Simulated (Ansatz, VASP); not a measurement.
TiO2: VASP beside Ansatz

```
Ti O
1.0
     2.67116   -2.67125   -0.02017
     2.67116    2.67125   -0.02017
    -2.63534    0.00000    4.81205
Ti O
2 4
Direct
  0.12497 0.87503 0.25000
  0.87503 0.12497 0.75000
  0.34386 0.09383 0.68802
  0.66772 0.91775 0.33546
  0.91775 0.66772 0.83546
  0.08225 0.33228 0.16454
```

Alike in both runs: task single point; functional r2SCAN; k mesh 6 × 6 × 6; occupations gaussian, width 0.05 eV; no spin polarisation.

```csv
,VASP,Ansatz
version,VASP 6.6.1,Ansatz 0.2.0
potentials or method,"VASP PAW PBE potentials, release 64 (Ti_sv, O), cutoff 520 eV","scalar-relativistic, plane waves, PAW"
valence electrons in the cell,48,48
```

```tsv
	VASP	Ansatz	Ansatz less VASP
gap on the k mesh at the Fermi level (eV)	2.38	2.36	-0.022
least direct gap on the mesh (eV)	2.84	2.81	-0.030
pressure (GPa)	0.1	-1.1	-1.19
traceless stress, the component that is largest in VASP (GPa)	-2.95	-2.74	+0.208
rms of the force components (eV/Å)	0.310	0.315	+0.0049
```

VASP's potentials were made for PBE, not for r2SCAN. Atom by atom the forces differ by 0.015 eV/Å (rms over components). With one functional, cell and mesh, what is left measures potentials, basis and numerics.
